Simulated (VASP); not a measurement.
# CoSi (rocksalt type) (Fm-3m) in VASP: notebook

CoSi (rocksalt type) is run at these levels: PBEsol; tasks: single point, relaxation of cell and atoms.

Program: VASP 6.6.1. These are calculated values, not measurements. Logs are shortened: lines on timing, memory, paths and dates and some standing lists are left out, and cuts for length are marked.

## 1. The cell of the first run

The structure is cubic, space group Fm-3m (No. 225). Conventional cell: a = 4.515 Å, b = 4.515 Å, c = 4.515 Å, α = 90.00°, β = 90.00°, γ = 90.00°. Co (site symmetry m-3m) has 6 Si at 2.26 Å within 3.0 Å. Si (site symmetry m-3m) has 6 Co at 2.26 Å within 3.0 Å.

## 2. Single point, PBEsol (volume scaled by 0.94)

Input file INCAR:

```
SYSTEM = CoSi
PREC     = Accurate       ! precision mode
ENCUT    = 520            ! plane-wave cutoff, eV
EDIFF    = 1E-6           ! SCF threshold, eV
ISMEAR   = -1             ! smearing method
SIGMA    = 0.05           ! smearing width, eV
LREAL    = .False.        ! projectors in reciprocal space
LASPH    = .True.         ! aspherical terms in the spheres
NELM     = 80             ! most SCF steps
ALGO     = Normal         ! electronic algorithm
ISIF     = 2              ! what is computed and relaxed
LWAVE    = .False.        ! write WAVECAR
LCHARG   = .False.        ! write CHGCAR
GGA      = PS             ! functional
NBANDS   = 14             ! bands
```

Input file KPOINTS:

```
Automatic mesh
0
Gamma
  14 14 14
  0 0 0
```

Input file POSCAR:

```
CoSi
1.0
    0.0000000000      2.2574752063      2.2574752063
    2.2574752063      0.0000000000      2.2574752063
    2.2574752063      2.2574752063      0.0000000000
Co Si
1 1
Direct
    0.0000000000      0.0000000000      0.0000000000
    0.5000000000      0.5000000000      0.5000000000
```

Potentials or basis: VASP PAW PBE potentials, release 64 (Co, Si).

Run with:

```
> cat potpaw_PBE.64/Co/POTCAR potpaw_PBE.64/Si/POTCAR > POTCAR
> mpirun -np 1 vasp_std > vasp.out
```

OUTCAR:

```text
SYSTEM = CoSi
   PREC = Accurate
   ENCUT = 520
   EDIFF = 1E-6
   ISMEAR = -1
   LREAL = .False.
   LASPH = .True.
   NELM = 80
   ISIF = 2
   GGA = PS

 ion  position               nearest neighbor table
   1  0.000  0.000  0.000-   2 2.26   2 2.26   2 2.26   2 2.26   2 2.26   2 2.26
   2  0.500  0.500  0.500-   1 2.26   1 2.26   1 2.26   1 2.26   1 2.26   1 2.26

  LATTYP: Found a face centered cubic cell.
 ALAT       =     4.5149504126

  Lattice vectors:

 A1 = (   0.0000000000,   2.2574752063,   2.2574752063)
 A2 = (   2.2574752063,   0.0000000000,   2.2574752063)
 A3 = (   2.2574752063,   2.2574752063,   0.0000000000)

Analysis of symmetry for initial positions (statically):
=====================================================================
 Subroutine PRICEL returns:
 Original cell was already a primitive cell.

 Routine SETGRP: Setting up the symmetry group for a
 face centered cubic supercell.

 Subroutine GETGRP returns: Found 48 space group operations
 (whereof 48 operations were pure point group operations)
 out of a pool of 48 trial point group operations.

The static configuration has the point symmetry O_h .

Analysis of symmetry for dynamics (positions and initial velocities):
=====================================================================
 Subroutine PRICEL returns:
 Original cell was already a primitive cell.

 Routine SETGRP: Setting up the symmetry group for a
 face centered cubic supercell.

 Subroutine GETGRP returns: Found 48 space group operations
 (whereof 48 operations were pure point group operations)
 out of a pool of 48 trial point group operations.

The dynamic configuration has the point symmetry O_h .

 Subroutine INISYM returns: Found 48 space group operations
 (whereof 48 operations are pure point group operations),
 and found     1 'primitive' translations

----------------------------------------------------------------------------------------

                                     Primitive cell

  volume of cell :      23.0091

  direct lattice vectors                    reciprocal lattice vectors
     0.000000000  2.257475206  2.257475206    -0.221486375  0.221486375  0.221486375
     2.257475206  0.000000000  2.257475206     0.221486375 -0.221486375  0.221486375
     2.257475206  2.257475206  0.000000000     0.221486375  0.221486375 -0.221486375

  length of vectors
     3.192552053  3.192552053  3.192552053     0.383625655  0.383625655  0.383625655

[... 89 lines left out ...]
   TEBEG  =    0.0;   TEEND  =   0.0 temperature during run
   PSTRESS=    0.0 pullay stress
   NELECT =      13.0000    total number of electrons
   NUPDOWN=      -1.0000    fix difference up-down
   EMIN   =  10.00;   EMAX   =-10.00  energy-range for DOS
   EFERMI =   0.00;   METHOD = LEGACY
   ISMEAR =    -1;   SIGMA  =   0.05  broadening in eV -4-tet -1-fermi 0-gaus
   EFERMI_NEDOS =   21; number of points for ismear=-14 and -15
   IALGO  =     38    algorithm
   IMIX   =      4    mixing-type and parameters
     AMIX     =   0.40;   BMIX     =  1.00
     AMIX_MAG =   1.60;   BMIX_MAG =  1.00
  volume/ion in A,a.u.               =      11.50        77.64
  Fermi-wavevector in a.u.,A,eV,Ry     =   1.353390  2.557536 24.921308  1.831664
  Thomas-Fermi vector in A             =   2.480649
   LORBIT       =      0    0 simple, 1 ext, 2 COOP (PROOUT), +10 PAW based schemes
   GGA     = PS    functional components
   LHFCALC =     F    Hartree Fock is set to
   AEXX    =    0.0000 exact exchange contribution
   IVDW    =     0    specifies the selected vdW correction
   LEPSILON=     F    determine dielectric tensor
   LRPA    =     F    only Hartree local field effects (RPA)
 non-spin polarized calculation
  energy-cutoff  :      520.00
  volume of cell :       23.01
 maximum number of plane-waves:       636
   NGX = 11   NGY = 11   NGZ = 11

 number of electron      13.0000008 magnetization

 Free energy of the ion-electron system (eV)
  ---------------------------------------------------
  ext. energy  EPLUGINS =         0.00000000
  ---------------------------------------------------
  free energy    TOTEN  =       -13.38273636 eV

  energy without entropy =      -13.37273150  energy(sigma->0) =      -13.37773393

 E-fermi :  11.1137     XC(G=0): -12.6201

 val. band max:       11.0606012980   @ k =  -0.3571   0.5000   0.1429
 cond. band min:      11.1314982353   @ k =   0.4286   0.1429   0.0000
 fundamental gap:      0.0708969373
 Fermi energy:        11.1137324371

 k-point     1 :       0.0000    0.0000    0.0000
  band No.  band energies     occupation
      1      -1.8477      2.00000
      2       8.8489      2.00000
      3       8.8489      2.00000
      4       8.8489      2.00000
      5       8.9598      2.00000
      6       8.9598      2.00000
      7      15.9876      0.00000
      8      15.9876      0.00000
      9      15.9876      0.00000
     10      22.3190      0.00000
     11      22.3190      0.00000
     12      22.3190      0.00000
     13      23.1692      0.00000
     14      26.8188      0.00000
[... 377 lines left out ...]
      1      -0.2490      2.00000
      2       7.5839      2.00000
      3       8.0173      2.00000
      4       8.5802      2.00000
      5       9.2430      2.00000
      6       9.5125      2.00000
      7      12.8512      0.00000
      8      14.7660      0.00000
      9      16.8429      0.00000
     10      18.9652      0.00000
     11      20.2388      0.00000
     12      23.2861      0.00000
     13      23.2879      0.00000
     14      27.1480      0.00000

 [... further k-points ...]

------------------------ aborting loop because EDIFF is reached ----------------------------------------

  FORCE on cell =-STRESS in cart. coord.  units (eV):
  Direction    XX          YY          ZZ          XY          YZ          ZX
  --------------------------------------------------------------------------------------
  -------------------------------------------------------------------------------------
  Total        1.8584533      1.8584533      1.8584533     -0.0000000     -0.0000000      0.0000000
  in kB      129.4086419    129.4086419    129.4086419     -0.0000000     -0.0000000      0.0000000
  external PRESSURE =     129.4086419 kB  Pullay stress =       0.0000000 kB

 VOLUME and BASIS-vectors are now :
 -----------------------------------------------------------------------------
  energy-cutoff  :      520.00
  volume of cell :       23.01
      direct lattice vectors                 reciprocal lattice vectors
     0.000000000  2.257475206  2.257475206    -0.221486375  0.221486375  0.221486375
     2.257475206  0.000000000  2.257475206     0.221486375 -0.221486375  0.221486375
     2.257475206  2.257475206  0.000000000     0.221486375  0.221486375 -0.221486375

 POSITION                                       TOTAL-FORCE (eV/Angst)
 -----------------------------------------------------------------------------------
      0.00000      0.00000      0.00000        -0.000000     -0.000000     -0.000000
      2.25748      2.25748      2.25748         0.000000      0.000000      0.000000
 -----------------------------------------------------------------------------------
    total drift:                                0.000000     -0.000000     -0.000000

  FREE ENERGIE OF THE ION-ELECTRON SYSTEM (eV)
  ---------------------------------------------------
  free  energy   TOTEN  =       -13.3827363607 eV

  energy  without entropy=      -13.3727314977  energy(sigma->0) =      -13.37773393
```

OSZICAR:

```text
N       E                     dE             d eps       ncg     rms          rms(c)
DAV:   1     0.443664572035E+02    0.44366E+02   -0.53875E+03  2936   0.956E+02
DAV:   2    -0.125240336604E+02   -0.56890E+02   -0.51815E+02  3158   0.186E+02
DAV:   3    -0.147154665430E+02   -0.21914E+01   -0.21529E+01  3632   0.406E+01
DAV:   4    -0.147461039910E+02   -0.30637E-01   -0.30625E-01  3286   0.437E+00
DAV:   5    -0.147469661410E+02   -0.86215E-03   -0.86212E-03  3730   0.773E-01    0.138E+01
DAV:   6    -0.172945485852E+02   -0.25476E+01   -0.41897E+01  3050   0.904E+01    0.154E+01
DAV:   7    -0.133934737001E+02    0.39011E+01   -0.17846E+01  3242   0.614E+01    0.241E+00
DAV:   8    -0.133906320923E+02    0.28416E-02   -0.17743E-01  3218   0.295E+00    0.124E+00
DAV:   9    -0.133828428905E+02    0.77892E-02   -0.23229E-02  3942   0.187E+00    0.203E-01
DAV:  10    -0.133827681225E+02    0.74768E-04   -0.93190E-04  4172   0.397E-01    0.105E-01
DAV:  11    -0.133827381043E+02    0.30018E-04   -0.20963E-04  4018   0.178E-01    0.190E-02
DAV:  12    -0.133827366814E+02    0.14230E-05   -0.55819E-06  3310   0.230E-02    0.527E-03
DAV:  13    -0.133827363607E+02    0.32070E-06   -0.55050E-07  1816   0.594E-03
   1 F= -.13382736E+02 E0= -.13377734E+02  d E =-.100049E-01
```

It took 11 s on 1 thread of Intel Xeon 6975P-C, shared host; peak memory 0.16 GiB.

What came out:

| Item | Value |
| --- | --- |
| Free energy | -13.3827 eV |
| Pressure | 12.9 GPa |

Caveat: the cell differs from its parent crystal (volume scaled by 0.94); the PAW data sets were made with another functional, which shifts forces and pressure a little.

## 3. Single point, PBEsol

This run uses another cell than the first one, of 12.24 Å³/atom, 1.064 times its volume.

Input file INCAR:

```
SYSTEM = CoSi
  PREC = Accurate
  ENCUT = 520
  EDIFF = 1E-6
  ISMEAR = -1
  SIGMA = 0.05
  LREAL = .False.
  LASPH = .True.
  NELM = 80
  ALGO = Normal
  ISIF = 2
  LWAVE = .False.
  LCHARG = .False.
  GGA = PS
  NBANDS = 14
```

Input file KPOINTS:

```
regular mesh
0
Gamma
  14 14 14
  0 0 0
```

Input file POSCAR:

```
CoSi
1.0
    0.0000000000      2.3045194151      2.3045194151
    2.3045194151      0.0000000000      2.3045194151
    2.3045194151      2.3045194151      0.0000000000
Co Si
1 1
Direct
    0.0000000000      0.0000000000      0.0000000000
    0.5000000000      0.5000000000      0.5000000000
```

Potentials or basis: VASP PAW PBE potentials, release 64 (Co, Si).

Run with:

```
> cat potpaw_PBE.64/Co/POTCAR potpaw_PBE.64/Si/POTCAR > POTCAR
> mpirun -np 1 vasp_std > vasp.out
```

Wall time 12 s (1 thread of Intel Xeon 6975P-C, shared host); peak memory 0.16 GiB.

The run converged. Its results:

```yaml
Free_energy: -13.4401 eV
Pressure: 0.2 GPa
```

Levels at points of the mesh, in eV from the Fermi level:
| k point | band 4 | band 5 | band 6 | band 7 | band 8 | band 9 |
| --- | --- | --- | --- | --- | --- | --- |
| (0.00, 0.00, 0.00) | -2.02 | -1.94 | -1.94 | 4.57 | 4.57 | 4.57 |
| (0.50, 0.00, 0.00) | -3.09 | -0.94 | -0.94 | -0.23 | 6.81 | 6.81 |
| (0.50, 0.50, 0.00) | -1.47 | -0.69 | -0.69 | 0.05 | 0.05 | 0.24 |

Caveat: the PAW data sets were made with another functional, which shifts forces and pressure a little. Spin polarisation is off, so any magnetic state and its effect on volume and gap are missing.

## 4. Single point, PBEsol

This run uses another cell than the first one, of 12.24 Å³/atom, 1.064 times its volume.

Input file INCAR:

```
PREC = Accurate ; ENCUT = 520
EDIFF = 1E-6 ; ISMEAR = -1
SIGMA = 0.05 ; LREAL = False
LASPH = True ; NELM = 100
ALGO = Normal ; ISIF = 2
LWAVE = False ; LCHARG = False
GGA = PS ; NBANDS = 14
```

Input file KPOINTS:

```
regular mesh
0
Gamma
  14 14 14
```

Input file POSCAR:

```
CoSi
1.0
    0.0000000000      2.3045194152      2.3045194152
    2.3045194152      0.0000000000      2.3045194152
    2.3045194152      2.3045194152      0.0000000000
Co Si
1 1
Direct
    0.0000000000      0.0000000000      0.0000000000
    0.5000000000      0.5000000000      0.5000000000
```

Potentials or basis: VASP PAW PBE potentials, release 64 (Co, Si).

Run with:

```
> cat potpaw_PBE.64/Co/POTCAR potpaw_PBE.64/Si/POTCAR > POTCAR
> mpirun -np 1 vasp_std > vasp.out
```

OUTCAR:

```text
PREC = Accurate
   ENCUT = 520
   EDIFF = 1E-6
   ISMEAR = -1
   LREAL = False
   LASPH = True
   NELM = 100
   ISIF = 2
   GGA = PS

 ion  position               nearest neighbor table
   1  0.000  0.000  0.000-   2 2.30   2 2.30   2 2.30   2 2.30   2 2.30   2 2.30
   2  0.500  0.500  0.500-   1 2.30   1 2.30   1 2.30   1 2.30   1 2.30   1 2.30

  LATTYP: Found a face centered cubic cell.
 ALAT       =     4.6090388304

  Lattice vectors:

[... 593 lines left out ...]

------------------------ aborting loop because EDIFF is reached ----------------------------------------

  FORCE on cell =-STRESS in cart. coord.  units (eV):
  Direction    XX          YY          ZZ          XY          YZ          ZX
  --------------------------------------------------------------------------------------
  -------------------------------------------------------------------------------------
  Total        0.0308077      0.0308077      0.0308077      0.0000000      0.0000000     -0.0000000
  in kB        2.0165052      2.0165052      2.0165052      0.0000000      0.0000000     -0.0000000
  external PRESSURE =       2.0165052 kB  Pullay stress =       0.0000000 kB

 VOLUME and BASIS-vectors are now :
 -----------------------------------------------------------------------------
  energy-cutoff  :      520.00
  volume of cell :       24.48
      direct lattice vectors                 reciprocal lattice vectors
     0.000000000  2.304519415  2.304519415    -0.216964976  0.216964976  0.216964976
     2.304519415  0.000000000  2.304519415     0.216964976 -0.216964976  0.216964976
     2.304519415  2.304519415  0.000000000     0.216964976  0.216964976 -0.216964976

 POSITION                                       TOTAL-FORCE (eV/Angst)
 -----------------------------------------------------------------------------------
      0.00000      0.00000      0.00000        -0.000000      0.000000      0.000000
      2.30452      2.30452      2.30452         0.000000      0.000000     -0.000000
 -----------------------------------------------------------------------------------
    total drift:                                0.000000     -0.000000     -0.000000

  FREE ENERGIE OF THE ION-ELECTRON SYSTEM (eV)
  ---------------------------------------------------
  free  energy   TOTEN  =       -13.4400567033 eV

  energy  without entropy=      -13.4288858336  energy(sigma->0) =      -13.43447127
```

OSZICAR:

```text
N       E                     dE             d eps       ncg     rms          rms(c)
DAV:   1     0.436748943073E+02    0.43675E+02   -0.54056E+03  2936   0.936E+02
DAV:   2    -0.127151030695E+02   -0.56390E+02   -0.51483E+02  3182   0.183E+02
DAV:   3    -0.148266960950E+02   -0.21116E+01   -0.20822E+01  3662   0.396E+01
DAV:   4    -0.148569362863E+02   -0.30240E-01   -0.30225E-01  3378   0.431E+00
DAV:   5    -0.148577867837E+02   -0.85050E-03   -0.85045E-03  3758   0.761E-01    0.132E+01
DAV:   6    -0.181017256014E+02   -0.32439E+01   -0.48646E+01  3050   0.942E+01    0.172E+01
DAV:   7    -0.134466803519E+02    0.46550E+01   -0.20893E+01  3290   0.647E+01    0.205E+00
DAV:   8    -0.134482361333E+02   -0.15558E-02   -0.24218E-01  3356   0.364E+00    0.120E+00
DAV:   9    -0.134402495836E+02    0.79865E-02   -0.28829E-02  3926   0.204E+00    0.212E-01
DAV:  10    -0.134401147082E+02    0.13488E-03   -0.18471E-03  4178   0.557E-01    0.121E-01
DAV:  11    -0.134400589426E+02    0.55766E-04   -0.39675E-04  3978   0.232E-01    0.264E-02
DAV:  12    -0.134400575441E+02    0.13985E-05   -0.90192E-06  3262   0.260E-02    0.537E-03
DAV:  13    -0.134400567033E+02    0.84074E-06   -0.17410E-06  1894   0.120E-02
   1 F= -.13440057E+02 E0= -.13434471E+02  d E =-.111709E-01
```

Run time: 16 s. Hardware: 1 thread of Intel Xeon 6975P-C, shared host; peak memory 0.16 GiB.

Results:

* Free energy: -13.4401 eV
* Pressure: 0.2 GPa

Levels at points of the mesh, in eV from the Fermi level:
```tsv
k point	band 3	band 4	band 5	band 6	band 7	band 8	band 9	band 10
(0.00, 0.00, 0.00)	-2.02	-2.02	-1.94	-1.94	4.57	4.57	4.57	10.92
(0.50, 0.00, 0.00)	-3.09	-3.09	-0.94	-0.94	-0.23	6.81	6.81	6.83
(0.50, 0.50, 0.00)	-3.26	-1.47	-0.69	-0.69	0.05	0.05	0.24	5.09
```

Caveat: the PAW data sets were made with another functional, which shifts forces and pressure a little.

(Continued in part 2 of 2.)
